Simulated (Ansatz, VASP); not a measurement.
**Two plane-wave programs on Sb2As**

INCAR

```
PREC     = Accurate       # precision mode
ENCUT    = 600            # plane-wave cutoff, eV
EDIFF    = 1E-6           # SCF threshold, eV
ISMEAR   = 0              # smearing method
SIGMA    = 0.1            # smearing width, eV
LREAL    = False          # projectors in reciprocal space
LASPH    = True           # aspherical terms in the spheres
NELM     = 80             # most SCF steps
ALGO     = Normal         # electronic algorithm
ISIF     = 3              # what is computed and relaxed
LWAVE    = False          # write WAVECAR
LCHARG   = False          # write CHGCAR
GGA      = PE             # functional
IBRION   = 2              # ionic algorithm
NSW      = 90             # ionic steps
EDIFFG   = -0.04          # ionic threshold
```

File KPOINTS:

```
regular mesh
0
Gamma
  4 4 4
```

Contents of POSCAR:

```
Sb2As
1.0
    0.0000000000      3.3459598013      3.3459598013
    3.3459598013      0.0000000000      3.3459598013
    3.3459598013      3.3459598013      0.0000000000
Sb As
2 1
Direct
    0.2500000000      0.2500000000      0.2500000000
    0.7500000000      0.7500000000      0.7500000000
    0.0000000000      0.0000000000      0.0000000000
```

Input for Ansatz:

```yaml
crystal:
  lattice:
    - [0.0, 3.3459598013, 3.3459598013]
    - [3.3459598013, 0.0, 3.3459598013]
    - [3.3459598013, 3.3459598013, 0.0]
  atoms:
    - { symbol: Sb, position: [0.25, 0.25, 0.25] }
    - { symbol: Sb, position: [0.75, 0.75, 0.75] }
    - { symbol: As, position: [0.0, 0.0, 0.0] }
basis:
  ecutwfc: 420
kpoints:
  mp_grid: { grid: [4, 4, 4] }
hamiltonian:
  xc: pbe
scf:
  occupations: { method: gaussian, width: 0.1 }
  lower_state_search: "off"
output:
  forces: true
  stress: true
  eigenvalues: true
relax:
  adjacent_minimum: "off"
  f_tol: 0.04
  max_steps: 70
  cell: { stress_tol: 0.4 }
```

Alike in both runs: task relaxation of cell and atoms; functional PBE; k mesh 4 × 4 × 4; occupations gaussian, width 0.1 eV; no spin polarisation.

|  | VASP | Ansatz |
| --- | --- | --- |
| version | VASP 6.6.1 | Ansatz 0.2.0 |
| potentials or method | VASP PAW PBE potentials, release 64 (Sb, As), cutoff 600 eV | scalar-relativistic, plane waves, PAW |
| valence electrons in the cell | 15 | 45 |

Ansatz gave:

| Property | Result |
| --- | --- |
| gap on the k mesh at the Fermi level, each at its own relaxed structure (eV) | none |
| relaxed volume (Å³/atom) | 28.51 |
| relaxed length of the cell vector where the two differ most in proportion (Å) | 4.945 |

Problem. Which values does VASP return?

Solution. gap on the k mesh at the Fermi level, each at its own relaxed structure (eV): none; relaxed volume (Å³/atom): 28.39; relaxed length of the cell vector where the two differ most in proportion (Å): 4.938.

A gap of «none» marks a metal or a gap that the smearing closes. VASP's potentials hold 15 valence electrons a cell and Ansatz's 45, so a difference there can come from the potentials and not from the codes.

The k mesh is coarse, so the values compare programs but aren't converged. Spin-orbit coupling is off throughout.
